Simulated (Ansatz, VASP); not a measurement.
# One calculation of Be, two programs

Contents of INCAR:

```
SYSTEM = Be
PREC = Accurate
ENCUT = 600
EDIFF = 1E-6
ISMEAR = 0
SIGMA = 0.1
LREAL = .FALSE.
LASPH = .TRUE.
NELM = 120
ALGO = Normal
ISIF = 2
LWAVE = .FALSE.
LCHARG = .FALSE.
GGA = PS
NBANDS = 12
GGA_COMPAT = .FALSE.
```

File KPOINTS:

```
regular mesh
0
G
  9 9 4
  0 0 0
```

POSCAR

```
Be
1.0
    2.8275484864      0.0000000000      0.0000000000
   -1.4137742432      2.4487288197      0.0000000000
    0.0000000000      0.0000000000      4.6654550026
Be
4
Direct
    0.3333333333      0.6666666667      0.4375000000
    0.6666666667      0.3333333333      0.9375000000
    0.6666666667      0.3333333333      0.5625000000
    0.3333333333      0.6666666667      0.0625000000
```

Input for Ansatz:

```yaml
crystal:
  lattice:
    - [2.8275484864, 0.0, 0.0]
    - [-1.4137742432, 2.4487288197, 0.0]
    - [0.0, 0.0, 4.6654550026]
  atoms:
    - { symbol: Be, position: [0.3333333333, 0.6666666667, 0.4375] }
    - { symbol: Be, position: [0.6666666667, 0.3333333333, 0.9375] }
    - { symbol: Be, position: [0.6666666667, 0.3333333333, 0.5625] }
    - { symbol: Be, position: [0.3333333333, 0.6666666667, 0.0625] }
basis:
  ecutwfc: 420
kpoints:
  mp_grid: { grid: [9, 9, 4] }
hamiltonian:
  xc: pbesol
scf:
  occupations: { method: gaussian, width: 0.1 }
  lower_state_search: "off"
output:
  forces: true
  stress: true
  eigenvalues: true
```

Alike in both runs: task single point; functional PBEsol; k mesh 9 × 9 × 4; occupations gaussian, width 0.1 eV; no spin polarisation.

```csv
,VASP,Ansatz
version,VASP 6.6.1,Ansatz 0.2.0
potentials or method,"VASP PAW PBE potentials, release 64 (Be), cutoff 600 eV","scalar-relativistic, plane waves, PAW"
valence electrons in the cell,8,8
```

```csv
,VASP,Ansatz,Ansatz less VASP
gap on the k mesh at the Fermi level (eV),none,none,-
rms of the force components (eV/Å),0.245,0.245,-0.0001
```

VASP's potentials were made for PBE, not for PBEsol. Atom by atom the forces differ by 0.000 eV/Å (rms over components). A gap of «none» marks a metal or a gap that the smearing closes.
